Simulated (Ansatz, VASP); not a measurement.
## Two plane-wave programs on Ta

```xyz
2
Lattice="2.9581 0.0000 0.0000 -1.4790 2.5618 0.0000 0.0000 0.0000 5.4241" Properties=species:S:1:pos:R:3 pbc="T T T"
Ta    1.4790    0.8539    4.0681
Ta    0.0000    1.7079    1.3560
```

Alike in both runs: task single point; functional PBE; k mesh 18 × 18 × 8; occupations gaussian, width 0.1 eV; no spin polarisation.

```csv
,VASP,Ansatz
version,VASP 6.6.1,Ansatz 0.2.0
potentials or method,"VASP PAW PBE potentials, release 64 (Ta_pv), cutoff 520 eV","scalar-relativistic, plane waves, PAW"
valence electrons in the cell,22,26
```

```csv
,VASP,Ansatz,Ansatz less VASP
gap on the k mesh at the Fermi level (eV),none,none,-
pressure (GPa),-14.1,-14.2,-0.01
"traceless stress, the component that is largest in VASP (GPa)",-2.62,-2.65,-0.030
```

A gap of «none» marks a metal or a gap that the smearing closes. VASP's potentials hold 22 valence electrons a cell and Ansatz's 26, so a difference there can come from the potentials and not from the codes.

Spin-orbit coupling is off throughout.
